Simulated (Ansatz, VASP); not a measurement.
# Te5W: VASP beside Ansatz

INCAR

```
  PREC = Accurate
  ENCUT = 500
  EDIFF = 1E-6
  ISMEAR = 0
  SIGMA = 0.1
  LREAL = False
  LASPH = True
  NELM = 120
  ALGO = Normal
  ISIF = 2
  LWAVE = False
  LCHARG = True
  GGA = PE
  LELF = True
  LVHAR = True
  NBANDS = 31
  GGA_COMPAT = False
```

File KPOINTS:

```
Automatic mesh
0
Gamma
  3 3 3
```

The input POSCAR:

```
Te5W
1.0
    3.2735286100      1.8899726300      6.1647343000
   -3.2735286100      1.8899726300      6.1647343000
    0.0000000000     -3.7799452500      6.1647343000
Te W
5 1
Direct
    0.6659068300      0.3340931700      0.0000000000
    0.1671338100      0.1671338100      0.1671338100
    0.0000000000      0.6659068300      0.3340931700
    0.3340931700      0.0000000000      0.6659068300
    0.8328661900      0.8328661900      0.8328661900
    0.5000000000      0.5000000000      0.5000000000
```

Input for Ansatz:

```yaml
crystal:
  lattice:
    - [3.27352861, 1.88997263, 6.1647343]
    - [-3.27352861, 1.88997263, 6.1647343]
    - [0.0, -3.77994525, 6.1647343]
  atoms:
    - { symbol: Te, position: [0.66590683, 0.33409317, 0.0] }
    - { symbol: Te, position: [0.16713381, 0.16713381, 0.16713381] }
    - { symbol: Te, position: [0.0, 0.66590683, 0.33409317] }
    - { symbol: Te, position: [0.33409317, 0.0, 0.66590683] }
    - { symbol: Te, position: [0.83286619, 0.83286619, 0.83286619] }
    - { symbol: W, position: [0.5, 0.5, 0.5] }
basis:
  ecutwfc: 420
kpoints:
  mp_grid: { grid: [3, 3, 3] }
hamiltonian:
  xc: pbe
scf:
  occupations: { method: gaussian, width: 0.1 }
  lower_state_search: "off"
output:
  forces: true
  stress: true
  eigenvalues: true
```

Change from the starting cell: species swapped into the Mg5Sn type (R32, No. 155).

Alike in both runs: task single point; functional PBE; k mesh 3 × 3 × 3; occupations gaussian, width 0.1 eV; no spin polarisation.

|  | VASP | Ansatz |
| --- | --- | --- |
| version | VASP 6.6.1 | Ansatz 0.2.0 |
| potentials or method | VASP PAW PBE potentials, release 64 (Te, W_sv), cutoff 500 eV | scalar-relativistic, plane waves, PAW |
| valence electrons in the cell | 44 | 94 |

|  | VASP | Ansatz | Ansatz less VASP |
| --- | --- | --- | --- |
| gap on the k mesh at the Fermi level (eV) | none | none | - |
| pressure (GPa) | -11.4 | -11.4 | +0.01 |
| traceless stress, the component that is largest in VASP (GPa) | -0.52 | -0.52 | +0.001 |
| rms of the force components (eV/Å) | 0.106 | 0.106 | +0.0004 |

Atom by atom the forces differ by 0.000 eV/Å (rms over components). A gap of «none» marks a metal or a gap that the smearing closes. VASP's potentials hold 44 valence electrons a cell and Ansatz's 94, so a difference there can come from the potentials and not from the codes.

The k mesh is coarse, so the values compare programs but aren't converged. Neither program's run includes spin-orbit coupling.
